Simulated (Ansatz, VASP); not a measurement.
## One calculation of Ir, two programs

File INCAR:

```
SYSTEM = Ir
ALGO     = Fast           ! electronic algorithm
EDIFF    = 1E-7           ! SCF threshold, eV
ENCUT    = 520            ! plane-wave cutoff, eV
GGA      = PS             ! functional
ISIF     = 2              ! what is computed and relaxed
ISMEAR   = 0              ! smearing method
LASPH    = .True.         ! aspherical terms in the spheres
LCHARG   = .False.        ! write CHGCAR
LREAL    = .False.        ! projectors in reciprocal space
LWAVE    = .False.        ! write WAVECAR
NBANDS   = 10             ! bands
NELM     = 80             ! most SCF steps
PREC     = Accurate       ! precision mode
SIGMA    = 0.15           ! smearing width, eV
```

File KPOINTS:

```
k-points
0
Gamma
  30 30 30
  0 0 0
```

POSCAR

```
Ir
1.0
    0.0000000000      2.0217242930      1.7184656490
    2.0217242930      0.0000000000      1.7184656490
    2.0217242930      2.0217242930      0.0000000000
Ir
1
Direct
    0.0000000000      0.0000000000      0.0000000000
```

Input for Ansatz:

```yaml
crystal:
  lattice:
    - [0.0, 2.021724293, 1.718465649]
    - [2.021724293, 0.0, 1.718465649]
    - [2.021724293, 2.021724293, 0.0]
  atoms:
    - { symbol: Ir, position: [0.0, 0.0, 0.0] }
basis:
  ecutwfc: 420
kpoints:
  mp_grid: { grid: [30, 30, 30] }
hamiltonian:
  xc: pbesol
scf:
  occupations: { method: gaussian, width: 0.15 }
output:
  forces: true
  stress: true
  eigenvalues: true
  write_density: true
  write_potential: true
  elf: true
  volumetric_format: npy
```

Alike in both runs: task single point; functional PBEsol; k mesh 30 × 30 × 30; occupations gaussian, width 0.15 eV; no spin polarisation.

```csv
,VASP,Ansatz
version,VASP 6.6.1,Ansatz 0.2.0
potentials or method,"VASP PAW PBE potentials, release 64 (Ir), cutoff 520 eV","scalar-relativistic, plane waves, PAW"
valence electrons in the cell,9,17
```

VASP gave:

- gap on the k mesh at the Fermi level (eV): none
- pressure (GPa): 6.2
- traceless stress, the component that is largest in VASP (GPa): 32.56

Problem. Estimate Ansatz's values.

Solution. gap on the k mesh at the Fermi level (eV): none; pressure (GPa): 5.1; traceless stress, the component that is largest in VASP (GPa): 32.64.

VASP's potentials were made for PBE, not for PBEsol. A gap of «none» marks a metal or a gap that the smearing closes. VASP's potentials hold 9 valence electrons a cell and Ansatz's 17, so a difference there can come from the potentials and not from the codes.

Neither program's run includes spin-orbit coupling.
